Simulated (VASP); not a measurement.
Input of a VASP 6.6.1 run:

Contents of INCAR:

```
SYSTEM = MoS2
PREC     = Accurate       ! precision mode
ENCUT    = 520            ! plane-wave cutoff, eV
EDIFF    = 1E-6           ! SCF threshold, eV
ISMEAR   = 0              ! smearing method
SIGMA    = 0.05           ! smearing width, eV
LREAL    = .False.        ! projectors in reciprocal space
LASPH    = .True.         ! aspherical terms in the spheres
NELM     = 100            ! most SCF steps
ALGO     = Normal         ! electronic algorithm
ISIF     = 2              ! what is computed and relaxed
LWAVE    = .False.        ! write WAVECAR
LCHARG   = .False.        ! write CHGCAR
GGA      = PS             ! functional
NBANDS   = 35             ! bands
```

Contents of KPOINTS:

```
Automatic mesh
0
Gamma
  10 10 2
  0 0 0
```

File POSCAR:

```
MoS2
1.0
   -3.1414322132      0.0000000000      0.0000000000
   -1.5707161066     -2.7205601009      0.0000000000
    0.0000000000      0.0000000000     17.0788195080
Mo S
2 4
Direct
    0.3333333333      0.3333333333      0.1841289368
    0.6666666667      0.6666666667      0.5523868103
    0.3333333333      0.3333333333      0.4610985131
    0.6666666667      0.6666666667      0.0928406396
    0.3333333333      0.3333333333      0.6436751074
    0.6666666667      0.6666666667      0.2754172339
```

Potentials or basis: VASP PAW PBE potentials, release 64 (Mo_sv, S).

The run is started by

```console
$ cat potpaw_PBE.64/Mo_sv/POTCAR potpaw_PBE.64/S/POTCAR > POTCAR
$ mpirun -np 1 vasp_std > vasp.out
```

Problem. Predict the pressure.

Solution. -0.1 GPa.

Problem. Predict the largest force.

Solution. 0.023 eV/Å.

Forces in eV/Å, atoms in the order of the input:
```
Mo   0.000  0.000 -0.023
Mo   0.000  0.000  0.023
S    0.000  0.000 -0.002
S    0.000  0.000  0.020
S    0.000  0.000 -0.020
S    0.000  0.000  0.002
```

Caveat: the PAW data sets were made with another functional, which shifts forces and pressure a little.
